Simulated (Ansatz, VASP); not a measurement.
# SiTe3: VASP beside Ansatz

```
Si Te
1.0
     0.00000    3.72695    3.72695
     3.72695    0.00000    3.72695
     3.72695    3.72695    0.00000
Si Te
1 3
Direct
  0.50000 0.50000 0.50000
  0.75000 0.75000 0.75000
  0.25000 0.25000 0.25000
  0.00000 0.00000 0.00000
```

Alike in both runs: task relaxation of cell and atoms; functional PBE; k mesh 12 × 12 × 12; occupations gaussian, width 0.1 eV; no spin polarisation.

|  | VASP | Ansatz |
| --- | --- | --- |
| version | VASP 6.6.1 | Ansatz 0.2.0 |
| potentials or method | VASP PAW PBE potentials, release 64 (Si, Te), cutoff 600 eV | scalar-relativistic, plane waves, PAW |
| valence electrons in the cell | 22 | 52 |

|  | VASP | Ansatz | Ansatz less VASP |
| --- | --- | --- | --- |
| gap on the k mesh at the Fermi level, each at its own relaxed structure (eV) | none | none | - |
| relaxed volume (Å³/atom) | 25.77 | 25.80 | +0.032 |
| relaxed cell length with the largest relative difference (Å) | 5.263 | 5.265 | +0.0022 |

A gap of «none» marks a metal or a gap that the smearing closes. VASP's potentials hold 22 valence electrons a cell and Ansatz's 52, so a difference there can come from the potentials and not from the codes.

Spin-orbit coupling is off throughout.
